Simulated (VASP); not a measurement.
# Si16C (a cell with a defect) in VASP: single point with r2SCAN+D3(BJ)

Aim: the single point of Si16C (a cell with a defect) with r2SCAN+D3(BJ).

Everything below comes from runs of VASP 6.6.1. Logs are shortened: lines on timing, memory, paths and dates and some standing lists are left out, and cuts for length are marked.

## 1. The cell of the first run

The cell holds a defect, 17 atoms: a = 7.679 Å, b = 7.679 Å, c = 7.679 Å, α = 60.00°, β = 60.00°, γ = 60.00°.

## 2. Single point, r2SCAN+D3(BJ), collinear spin

Input file POSCAR:

```
Si16C
1.0
    0.0000000000      5.4300000000      5.4300000000
    5.4300000000      0.0000000000      5.4300000000
    5.4300000000      5.4300000000      0.0000000000
Si C
16 1
Direct
    0.0552665807     -0.0183436959     -0.0183637389
    0.1205158514      0.1339666653      0.1334808095
   -0.0079137483      0.0050057803      0.5063855996
    0.1176517563      0.1393087625      0.6197002604
   -0.0079511929      0.5069754885      0.0050262810
    0.1176277455      0.6197612671      0.1397985016
   -0.0171569246      0.5134748911      0.5139570495
    0.1219564399      0.6314203392      0.6313515624
    0.4943470493     -0.0013473165     -0.0015381680
    0.7015306448      0.0687769116      0.0687766534
    0.4834041944      0.0448141916      0.4982708695
    0.6189796159      0.1423319622      0.6320579904
    0.4834670503      0.4976559256      0.0454117279
    0.6188050344      0.6324675005      0.1422127042
    0.4959165319      0.5161821256      0.5161189712
    0.6086814078      0.6466042987      0.6473044440
    0.5626301031      0.2288959927      0.2294800223
```

Input file INCAR.step1:

```
ALGO = Normal
EDIFF = 1E-4
ENCUT = 520
GGA = PE
ISMEAR = -1
ISPIN = 2
LASPH = True
LCHARG = False
LREAL = Auto
LWAVE = True
MAGMOM = 0 0 0 0 0 0 0 0 0 0 0 0 0 0 0 0 1
NBANDS = 52
NELM = 150
PREC = Accurate
SIGMA = 0.02
```

Input file INCAR.step2:

```
ALGO = Normal
EDIFF = 1E-7
ENCUT = 520
ISIF = 2
ISMEAR = -1
ISPIN = 2
ISTART = 1
IVDW = 12
LASPH = True
LCHARG = False
LMIXTAU = True
LORBIT = 11
LREAL = Auto
LWAVE = False
MAGMOM = 0 0 0 0 0 0 0 0 0 0 0 0 0 0 0 0 1
METAGGA = R2SCAN
NBANDS = 52
NELM = 150
PREC = Accurate
SIGMA = 0.02
VDW_A1 = 0.49484001
VDW_A2 = 5.73083694
VDW_S6 = 1.0
VDW_S8 = 0.78981345
```

Input file KPOINTS:

```
k-points
0
Gamma
  2 2 2
```

Potentials or basis: VASP PAW PBE potentials, release 64 (Si, C).

On the command line:

```bash
$ cat potpaw_PBE.64/Si/POTCAR potpaw_PBE.64/C/POTCAR > POTCAR
$ cp INCAR.step1 INCAR
$ mpirun -np 1 vasp_std > vasp.out
$ cp INCAR.step2 INCAR
$ mpirun -np 1 vasp_std > vasp.out
```

OUTCAR:

```text
EDIFF = 1E-7
   ENCUT = 520
   ISIF = 2
   ISMEAR = -1
   ISPIN = 2
   ISTART = 1
   IVDW = 12
   LASPH = True
   LORBIT = 11
   LREAL = Auto
   METAGGA = R2SCAN
   NELM = 150
   PREC = Accurate
 IVDW          = 12

 ion  position               nearest neighbor table
   1  0.055  0.982  0.982-  10 2.26   6 2.30   4 2.30   2 2.35
   2  0.121  0.134  0.133-   3 2.34   5 2.34   1 2.35   9 2.35
   3  0.992  0.005  0.506-   2 2.34   4 2.34  12 2.34   8 2.34
   4  0.118  0.139  0.620-   1 2.30  11 2.30   3 2.34   7 2.35
   5  0.992  0.507  0.005-   2 2.34   6 2.34  14 2.34   8 2.34
   6  0.118  0.620  0.140-   1 2.30  13 2.30   5 2.34   7 2.35
   7  0.983  0.513  0.514-  16 2.35   6 2.35   4 2.35   8 2.35
   8  0.122  0.631  0.631-   3 2.34   5 2.34  15 2.35   7 2.35
   9  0.494  0.999  0.998-  10 2.26  14 2.30  12 2.30   2 2.35
  10  0.702  0.069  0.069-  17 1.75   1 2.26   9 2.26  13 2.81  11 2.81
  11  0.483  0.045  0.498-  17 1.82   4 2.30  12 2.31  16 2.50  10 2.81
  12  0.619  0.142  0.632-   9 2.30  11 2.31   3 2.34  15 2.35
  13  0.483  0.498  0.045-  17 1.82   6 2.30  14 2.31  16 2.50  10 2.81
  14  0.619  0.632  0.142-   9 2.30  13 2.31   5 2.34  15 2.35
  15  0.496  0.516  0.516-  12 2.35  14 2.35   8 2.35  16 2.35
  16  0.609  0.647  0.647-  15 2.35   7 2.35  13 2.50  11 2.50
  17  0.563  0.229  0.229-  10 1.75  13 1.82  11 1.82

  LATTYP: Found a face centered cubic cell.
 ALAT       =    10.8600000000

  Lattice vectors:

 A1 = (   0.0000000000,   5.4300000000,   5.4300000000)
 A2 = (   5.4300000000,   0.0000000000,   5.4300000000)
 A3 = (   5.4300000000,   5.4300000000,   0.0000000000)

Analysis of symmetry for initial positions (statically):
=====================================================================
 Subroutine PRICEL returns:
 Original cell was already a primitive cell.

 Routine SETGRP: Setting up the symmetry group for a
 face centered cubic supercell.

 Subroutine GETGRP returns: Found  1 space group operations
 (whereof  1 operations were pure point group operations)
 out of a pool of 48 trial point group operations.

The static configuration has the point symmetry C_1 .

Analysis of symmetry for dynamics (positions and initial velocities):
=====================================================================
 Subroutine PRICEL returns:
 Original cell was already a primitive cell.

 Routine SETGRP: Setting up the symmetry group for a
 face centered cubic supercell.

 Subroutine GETGRP returns: Found  1 space group operations
 (whereof  1 operations were pure point group operations)
 out of a pool of 48 trial point group operations.

The dynamic configuration has the point symmetry C_1 .

Analysis of structural, dynamic, and magnetic symmetry:
=====================================================================
 Subroutine PRICEL returns:
 Original cell was already a primitive cell.

 Routine SETGRP: Setting up the symmetry group for a
 face centered cubic supercell.

 Subroutine GETGRP returns: Found  1 space group operations
 (whereof  1 operations were pure point group operations)
 out of a pool of 48 trial point group operations.

The overall configuration has the point symmetry C_1 .

 Subroutine INISYM returns: Found  1 space group operations
 (whereof  1 operations are pure point group operations),
 and found     1 'primitive' translations

----------------------------------------------------------------------------------------

                                     Primitive cell

  volume of cell :     320.2060

  direct lattice vectors                    reciprocal lattice vectors
     0.000000000  5.430000000  5.430000000    -0.092081031  0.092081031  0.092081031
     5.430000000  0.000000000  5.430000000     0.092081031 -0.092081031  0.092081031
     5.430000000  5.430000000  0.000000000     0.092081031  0.092081031 -0.092081031

  length of vectors
     7.679179644  7.679179644  7.679179644     0.159489025  0.159489025  0.159489025

  position of ions in fractional coordinates (direct lattice)
     0.055266581  0.981656304  0.981636261
     0.120515851  0.133966665  0.133480809
     0.992086252  0.005005780  0.506385600
     0.117651756  0.139308763  0.619700260
     0.992048807  0.506975488  0.005026281
     0.117627746  0.619761267  0.139798502
[... 9 lines left out ...]
     0.608681408  0.646604299  0.647304444
     0.562630103  0.228895993  0.229480022

  ion indices of the primitive-cell ions
   primitive index   ion index
                 1           1
                 2           2
                 3           3
                 4           4
                 5           5
                 6           6
[... 9 lines left out ...]
                16          16
                17          17

----------------------------------------------------------------------------------------

 KPOINTS: k-points

Automatic generation of k-mesh.
 Grid dimensions read from file:
 generate k-points for:    2    2    2

 Generating k-lattice:

  Cartesian coordinates                     Fractional coordinates (reciprocal lattice)
    -0.046040516  0.046040516  0.046040516     0.500000000  0.000000000  0.000000000
     0.046040516 -0.046040516  0.046040516     0.000000000  0.500000000  0.000000000
     0.046040516  0.046040516 -0.046040516     0.000000000  0.000000000  0.500000000

  Length of vectors
     0.079744512  0.079744512  0.079744512

  Shift w.r.t. Gamma in fractional coordinates (k-lattice)
     0.000000000  0.000000000  0.000000000

 Subroutine IBZKPT returns following result:
 ===========================================

 Found      8 irreducible k-points:

 Following reciprocal coordinates:
            Coordinates               Weight
  0.000000  0.000000  0.000000      1.000000
  0.500000  0.000000  0.000000      1.000000
  0.000000  0.500000  0.000000      1.000000
  0.000000  0.000000  0.500000      1.000000
  0.500000  0.500000  0.500000      1.000000
  0.500000  0.500000  0.000000      1.000000
  0.000000  0.500000  0.500000      1.000000
  0.500000  0.000000  0.500000      1.000000
   k-points           NKPTS =      8   k-points in BZ     NKDIM =      8   number of bands    NBANDS=     52
   number of dos      NEDOS =    301   number of ions     NIONS =     17
   total plane-waves  NPLWV = 216000
   dimension x,y,z NGX =    60 NGY =   60 NGZ =   60
   dimension x,y,z NGXF=   120 NGYF=  120 NGZF=  120
   ions per type =              16   1
   NGX,Y,Z   is equivalent  to a cutoff of  12.99, 12.99, 12.99 a.u.
   NGXF,Y,Z  is equivalent  to a cutoff of  25.98, 25.98, 25.98 a.u.
 SYSTEM =  unknown system
   PREC   = accura    normal or accurate (medium, high low for compatibility)
   ISTART =      1    job   : 0-new  1-cont  2-samecut
   ICHARG =      0    charge: 1-file 2-atom 10-const
   ISPIN  =      2    spin polarized calculation?
   LNONCOLLINEAR =      F non collinear calculations
   LSORBIT =      F    spin-orbit coupling
   LASPH  =      T    aspherical Exc in radial PAW
   ENCUT  =  520.0 eV  38.22 Ry    6.18 a.u.  14.28 14.28 14.28*2*pi/ulx,y,z
   NELM   =    150;   NELMIN=  2; NELMDL=  0     # of ELM steps
   EDIFF  = 0.1E-06   stopping-criterion for ELM
   LREAL  =      T    real-space projection
   EDIFFG = 0.1E-05   stopping-criterion for IOM
   NSW    =      0    number of steps for IOM
   IBRION =     -1    ionic relax: 0-MD 1-quasi-New 2-CG
   NFREE  =      0    steps in history (QN), initial steepest desc. (CG)
   ISIF   =      2    stress and relaxation
   ISYM   =      2    0-nonsym 1-usesym 2-fastsym
   POTIM  = 0.5000    time-step for ionic-motion
   TEBEG  =    0.0;   TEEND  =   0.0 temperature during run
   PSTRESS=    0.0 pullay stress
   NELECT =      68.0000    total number of electrons
   NUPDOWN=      -1.0000    fix difference up-down
   EMIN   =  10.00;   EMAX   =-10.00  energy-range for DOS
   EFERMI =   0.00;   METHOD = LEGACY
   ISMEAR =    -1;   SIGMA  =   0.02  broadening in eV -4-tet -1-fermi 0-gaus
   EFERMI_NEDOS =   21; number of points for ismear=-14 and -15
   IALGO  =     38    algorithm
   IMIX   =      4    mixing-type and parameters
     AMIX     =   0.40;   BMIX     =  1.00
     AMIX_MAG =   1.60;   BMIX_MAG =  1.00
  volume/ion in A,a.u.               =      18.84       127.11
  Fermi-wavevector in a.u.,A,eV,Ry     =   0.976715  1.845724 12.979587  0.953973
  Thomas-Fermi vector in A             =   2.107356
   LORBIT       =     11    0 simple, 1 ext, 2 COOP (PROOUT), +10 PAW based schemes
   METAGGA = R2SCAN    functional components
   LHFCALC =     F    Hartree Fock is set to
   AEXX    =    0.0000 exact exchange contribution
   IVDW    =    12    specifies the selected vdW correction
   LEPSILON=     F    determine dielectric tensor
   LRPA    =     F    only Hartree local field effects (RPA)
 spin polarized calculation
  energy-cutoff  :      520.00
  volume of cell :      320.21
 maximum number of plane-waves:      8646
 NGX is ok and might be reduce to    60
   NGX = 29   NGY = 29   NGZ = 29

 number of electron      67.9999999 magnetization      -0.0000000

 number of electron      67.9999999 magnetization       0.0000000

 Free energy of the ion-electron system (eV)
  ---------------------------------------------------
  ext. energy  EPLUGINS =         0.00000000
  ---------------------------------------------------
  free energy    TOTEN  =      -145.36402521 eV

  energy without entropy =     -145.36329074  energy(sigma->0) =     -145.36365797

 E-fermi :   6.3779     XC(G=0): -10.0010

 val. band max:        6.2916565251   @ k =   0.5000   0.0000   0.0000
 cond. band min:       6.4634654806   @ k =   0.0000   0.0000   0.0000
 fundamental gap:      0.1718089555
 Fermi energy:         6.3779219224

 spin component 1

 k-point     1 :       0.0000    0.0000    0.0000
  band No.  band energies     occupation
      1      -7.9267      1.00000
      2      -6.0043      1.00000
      3      -4.4098      1.00000
      4      -4.3589      1.00000
      5      -4.2878      1.00000
      6      -3.4449      1.00000
[... 381 lines left out ...]
     45      10.3896      0.00000
     46      10.4906      0.00000
 Fermi energy:         6.3779219224

 spin component 2

 k-point     1 :       0.0000    0.0000    0.0000
  band No.  band energies     occupation
      1      -7.9267      1.00000
      2      -6.0043      1.00000
      3      -4.4098      1.00000
      4      -4.3589      1.00000
      5      -4.2878      1.00000
      6      -3.4449      1.00000
[... 381 lines left out ...]
     45      10.3896      0.00000
     46      10.4906      0.00000
 [bands above 46 left out]

------------------------ aborting loop because EDIFF is reached ----------------------------------------

 Edisp (eV)   -2.50262

 E8    (eV) :    -0.7872

  FORCE on cell =-STRESS in cart. coord.  units (eV):
  Direction    XX          YY          ZZ          XY          YZ          ZX
  --------------------------------------------------------------------------------------
  -------------------------------------------------------------------------------------
  Total      11.10066     1.17790     1.18251    -0.28293     2.47015    -0.29175
  in kB      55.54309     5.89371     5.91680    -1.41567    12.35959    -1.45979
  external pressure =       22.45 kB  Pullay stress =        0.00 kB

 VOLUME and BASIS-vectors are now :
 -----------------------------------------------------------------------------
  energy-cutoff  :      520.00
  volume of cell :      320.21
      direct lattice vectors                 reciprocal lattice vectors
     0.000000000  5.430000000  5.430000000    -0.092081031  0.092081031  0.092081031
     5.430000000  0.000000000  5.430000000     0.092081031 -0.092081031  0.092081031
     5.430000000  5.430000000  0.000000000     0.092081031  0.092081031 -0.092081031

 POSITION                                       TOTAL-FORCE (eV/Angst)
 -----------------------------------------------------------------------------------
     10.66068      5.63038      5.63049         0.014305     -0.010483     -0.010566
      1.45224      1.37920      1.38184        -0.017908     -0.002519     -0.002008
      2.77686      8.13670      5.41421         0.005773      0.001493      0.001931
      4.12142      4.00382      1.39530         0.005915      0.013066     -0.000363
      2.78017      5.41412      8.13970        -0.000873     -0.001880     -0.007583
      4.12441      1.39782      4.00402        -0.000216     -0.003223      0.012753
[... 9 lines left out ...]
      7.02592      6.82000      6.81620        -0.010549     -0.000917      0.004431
      2.48898      4.30116      4.29799         0.016943     -0.005648      0.001053
 -----------------------------------------------------------------------------------
    total drift:                               -0.011387     -0.001128      0.000941

  FREE ENERGIE OF THE ION-ELECTRON SYSTEM (eV)
  ---------------------------------------------------
  free  energy   TOTEN  =      -147.8666447182 eV

  energy  without entropy=     -147.8659102491  energy(sigma->0) =     -147.86627748

 total charge

# of ion       s       p       d       tot
------------------------------------------
    1        0.745   1.007   0.000   1.753
    2        0.735   0.972   0.000   1.707
    3        0.736   0.982   0.000   1.717
    4        0.744   0.988   0.000   1.732
    5        0.736   0.981   0.000   1.717
    6        0.744   0.988   0.000   1.732
[... 9 lines left out ...]
   16        0.745   0.920   0.000   1.665
   17        0.894   1.628   0.000   2.523
--------------------------------------------------
tot         12.793  17.228   0.000  30.021

 magnetization (x)

# of ion       s       p       d       tot
------------------------------------------
    1        0.000   0.000   0.000   0.000
    2       -0.000   0.000   0.000   0.000
    3        0.000   0.000   0.000   0.000
    4        0.000   0.000   0.000   0.000
    5        0.000   0.000   0.000   0.000
    6        0.000   0.000   0.000   0.000
[... 9 lines left out ...]
   16       -0.000   0.000   0.000  -0.000
   17        0.000   0.000   0.000   0.000
--------------------------------------------------
tot          0.000   0.000   0.000   0.000
```

Wall time 58 min (1 thread of Intel Xeon 8259CL, shared host); peak memory 0.86 GiB.

What came out:

| Item | Value |
| --- | --- |
| Free energy | -147.8666 eV |
| Pressure | 2.2 GPa |
| Largest force | 0.026 eV/Å |
| Band gap on the k mesh | zero (filled and empty bands overlap) |
| Net moment | 0.00 μB per cell |
| Valence electrons inside the program's atomic spheres | Si 1.75, 1.71, 1.72, 1.73, 1.69, 1.67 (each value once); C 2.52 |
| Dispersion energy per atom | -0.147 eV |

Forces on the atoms (eV/Å):
```
Si   0.014 -0.010 -0.011
Si  -0.018 -0.003 -0.002
Si   0.006  0.001  0.002
Si   0.006  0.013  0.000
Si  -0.001 -0.002 -0.008
Si   0.000 -0.003  0.013
Si  -0.010  0.000  0.000
Si   0.006  0.009  0.002
Si  -0.008 -0.003  0.008
Si  -0.025  0.004  0.003
Si   0.013  0.000  0.000
Si   0.002  0.003 -0.008
Si   0.022  0.001  0.005
Si  -0.009  0.005 -0.003
Si  -0.004 -0.008 -0.006
Si  -0.011 -0.001  0.004
C    0.017 -0.006  0.001
```

Levels at points of the mesh, in eV from the Fermi level:
Spin up:
```tsv
k point	band 32	band 33	band 34	band 35	band 36	band 37
(0.00, 0.00, 0.00)	-0.95	-0.60	-0.49	-0.36	0.09	0.39
(0.50, 0.00, 0.00)	-1.45	-1.13	-0.09	0.55	0.88	1.04
(0.00, 0.50, 0.00)	-1.47	-1.17	-0.23	0.72	0.84	1.19
(0.00, 0.00, 0.50)	-1.47	-1.17	-0.22	0.72	0.84	1.19
(0.50, 0.50, 0.50)	-1.38	-1.25	-0.15	0.68	0.83	1.16
(0.50, 0.50, 0.00)	-1.90	-1.15	-0.92	0.94	1.18	1.50
(0.00, 0.50, 0.50)	-1.98	-1.28	0.40	0.57	1.00	1.57
(0.50, 0.00, 0.50)	-1.90	-1.15	-0.92	0.94	1.18	1.50
```
Spin down:
| k point | band 31 | band 32 | band 33 | band 34 | band 35 | band 36 | band 37 | band 38 |
| --- | --- | --- | --- | --- | --- | --- | --- | --- |
| (0.00, 0.00, 0.00) | -1.39 | -0.95 | -0.60 | -0.49 | -0.36 | 0.09 | 0.39 | 0.66 |
| (0.50, 0.00, 0.00) | -1.45 | -1.45 | -1.13 | -0.09 | 0.55 | 0.88 | 1.04 | 1.22 |
| (0.00, 0.50, 0.00) | -1.61 | -1.47 | -1.17 | -0.23 | 0.72 | 0.84 | 1.19 | 1.28 |
| (0.00, 0.00, 0.50) | -1.60 | -1.47 | -1.17 | -0.22 | 0.72 | 0.84 | 1.19 | 1.27 |
| (0.50, 0.50, 0.50) | -1.42 | -1.38 | -1.25 | -0.15 | 0.68 | 0.83 | 1.16 | 1.16 |
| (0.50, 0.50, 0.00) | -2.05 | -1.90 | -1.15 | -0.92 | 0.94 | 1.18 | 1.50 | 2.08 |
| (0.00, 0.50, 0.50) | -2.03 | -1.98 | -1.28 | 0.40 | 0.57 | 1.00 | 1.57 | 1.91 |
| (0.50, 0.00, 0.50) | -2.05 | -1.90 | -1.15 | -0.92 | 0.94 | 1.18 | 1.50 | 2.08 |

Caveat: the k points lie up to 0.50 Å⁻¹ apart, too coarse for converged energies and pressures of a metal; the PAW data sets were made with another functional, which shifts forces and pressure a little.

The gap in the log of VASP goes by the Fermi energy; the results here count the filled bands.